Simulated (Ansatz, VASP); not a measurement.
**Two plane-wave programs on SiC**

INCAR

```
SYSTEM = SiC
PREC = Accurate
ENCUT = 520
EDIFF = 1E-7
ISMEAR = 0
SIGMA = 0.01
LREAL = .False.
LASPH = .True.
NELM = 60
ALGO = Normal
ISIF = 2
LWAVE = .False.
LCHARG = .True.
GGA = PE
LELF = .True.
LVHAR = .True.
NBANDS = 11
```

Contents of KPOINTS:

```
Automatic mesh
0
Gamma
  12 12 12
  0 0 0
```

The input POSCAR:

```
SiC
1.0
    0.0000000000      2.2043669328      2.2043669328
    2.2043669328      0.0000000000      2.2043669328
    2.2043669328      2.2043669328      0.0000000000
Si C
1 1
Direct
    0.0000000000      0.0000000000      0.0000000000
    0.7500000000      0.7500000000      0.7500000000
```

Input for Ansatz:

```yaml
crystal:
  lattice:
    - [0.0, 2.2043669328, 2.2043669328]
    - [2.2043669328, 0.0, 2.2043669328]
    - [2.2043669328, 2.2043669328, 0.0]
  atoms:
    - { symbol: Si, position: [0.0, 0.0, 0.0] }
    - { symbol: C, position: [0.75, 0.75, 0.75] }
basis:
  ecutwfc: 420
kpoints:
  mp_grid: { grid: [12, 12, 12] }
hamiltonian:
  xc: pbe
scf:
  occupations: { method: fixed }
output:
  forces: true
  stress: true
  eigenvalues: true
```

Alike in both runs: task single point; functional PBE; k mesh 12 × 12 × 12; no spin polarisation.

|  | VASP | Ansatz |
| --- | --- | --- |
| version | VASP 6.6.1 | Ansatz 0.2.0 |
| potentials or method | VASP PAW PBE potentials, release 64 (Si, C), cutoff 520 eV | scalar-relativistic, plane waves, PAW |
| occupations | gaussian, width 0.01 eV | fixed |
| valence electrons in the cell | 8 | 8 |

```tsv
	VASP	Ansatz	Ansatz less VASP
gap on the k mesh at the Fermi level (eV)	1.39	1.39	+0.002
least direct gap on the mesh (eV)	4.51	4.51	+0.003
pressure (GPa)	-4.1	-4.0	+0.04
```
